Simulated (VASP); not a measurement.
Ge: single point with PBEsol

The system is Ge.

```
CELL_PARAMETERS angstrom
-2.56301 2.56301 1.39666
2.56301 -2.56301 1.39666
2.56301 2.56301 -1.39666
ATOMIC_POSITIONS crystal
Ge 0.25000 0.75000 0.50000
Ge 0.50000 0.50000 0.00000
```

```yaml
Program: VASP 6.6.1
Task: single point
Functional: PBEsol
Potentials_or_basis: VASP PAW PBE potentials, release 64 (Ge_d)
Cutoff: 520 eV
k_mesh: 16 × 16 × 16
Occupations: gaussian, width 0.1 eV
Spin: no spin polarisation
Dipole_correction: no
Further_INCAR_settings: ALGO = Normal; EDIFF = 1e-06; NBANDS = 21
```

```
Pressure               : -0.1 GPa
Band gap on the k mesh : zero (band 14 reaches 8.77 eV, above the bottom of band 15 at 3.38 eV)
```

Levels at points of the mesh, in eV from the Fermi level:
| k point | band 12 | band 13 | band 14 | band 15 | band 16 | band 17 |
| --- | --- | --- | --- | --- | --- | --- |
| (0.00, 0.00, 0.00) | -4.00 | -2.37 | -2.37 | 3.22 | 7.67 | 7.67 |
| (0.50, 0.00, 0.00) | -6.47 | -2.64 | -2.04 | -1.41 | 2.42 | 3.58 |
| (0.50, 0.50, 0.00) | -10.64 | 0.62 | 0.62 | 1.95 | 1.95 | 7.49 |
| (0.50, 0.50, 0.50) | -8.90 | -6.00 | -6.00 | 6.10 | 6.10 | 11.16 |

Wall time 2.3 min on 1 thread of Intel(R) Xeon(R) 6975P-C (Granite Rapids), on a shared host, peak memory 0.32 GiB.

Caveat: the PAW data sets were made with another functional, which shifts forces and pressure a little.
